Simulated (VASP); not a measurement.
Set up this calculation in VASP 6.6.1, as the native input.

| Item | Value |
| --- | --- |
| Task | single point |
| Functional | PBE |
| Dispersion | D3(BJ) |
| Potentials or basis | VASP PAW PBE potentials, release 64 (Bi_d) |
| Cutoff | 520 eV |
| k mesh | 18 × 18 × 18 |
| Occupations | gaussian, width 0.15 eV |
| Spin | no spin polarisation |
| Dipole correction | no |
| Further INCAR settings | ALGO = Fast; EDIFF = 1e-06; NBANDS = 14 |

The structure of Bi lies in POSCAR:

```
Bi
1.0
   -1.7577286082      1.7577286082      2.3701212553
    1.7577286082     -1.7577286082      2.3701212553
    1.7577286082      1.7577286082     -2.3701212553
Bi
1
Direct
    0.0000000000      0.0000000000      0.0000000000
```

This cell differs from its parent crystal: volume 29.291 Å^3 an atom, c/a of the conventional cell 1.3484.

These files were run (other wordings do the same):

INCAR

```
PREC = Accurate ; ENCUT = 520
EDIFF = 1E-6 ; ISMEAR = 0
SIGMA = 0.15 ; LREAL = False
LASPH = True ; NELM = 100
ALGO = Fast ; ISIF = 2
LWAVE = False ; LCHARG = False
GGA = PE ; IVDW = 12
NBANDS = 14
```

KPOINTS

```
Automatic mesh
0
Gamma
  18 18 18
```

Potentials or basis: VASP PAW PBE potentials, release 64 (Bi_d).

The run is started by

```console
$ cat potpaw_PBE.64/Bi_d/POTCAR > POTCAR
$ mpirun -np 1 vasp_std > vasp.out
```

It gave:

```json
{"Pressure": "2.0 GPa", "Dispersion energy per atom": "-0.538 eV"}
```

Caveat: pairwise dispersion overbinds metals, which lowers pressure and volume.

Run time: 2.5 min on 1 thread of Intel Xeon 6975P-C, with other jobs on the host, peak memory 0.31 GiB.
